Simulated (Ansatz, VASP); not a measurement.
# Two plane-wave programs on Ni

```
Ni
1.0
     0.00000    1.76895    1.76895
     1.76895    0.00000    1.76895
     3.53790    3.53790    0.00000
Ni
2
Direct
  0.00000 0.00000 0.00000
  0.00000 0.00000 0.50000
```

Alike in both runs: task single point; functional PBE; k mesh 14 × 14 × 7; occupations gaussian, width 0.1 eV; collinear spin.

```csv
,VASP,Ansatz
version,VASP 6.6.1,Ansatz 0.2.0
potentials or method,"VASP PAW PBE potentials, release 64 (Ni), cutoff 520 eV","PAW, plane waves, scalar-relativistic"
valence electrons in the cell,20,36
```

```csv
,VASP,Ansatz,Ansatz less VASP
pressure (GPa),-3.2,-3.1,+0.14
net moment per atom (μB),0.60,0.63,+0.029
size of the moment on the site where the two differ most (μB),0.62,0.67,+0.056
```

Site moments also hang on the region over which each program counts them. VASP's potentials hold 20 valence electrons a cell and Ansatz's 36, so a difference there can come from the potentials and not from the codes.
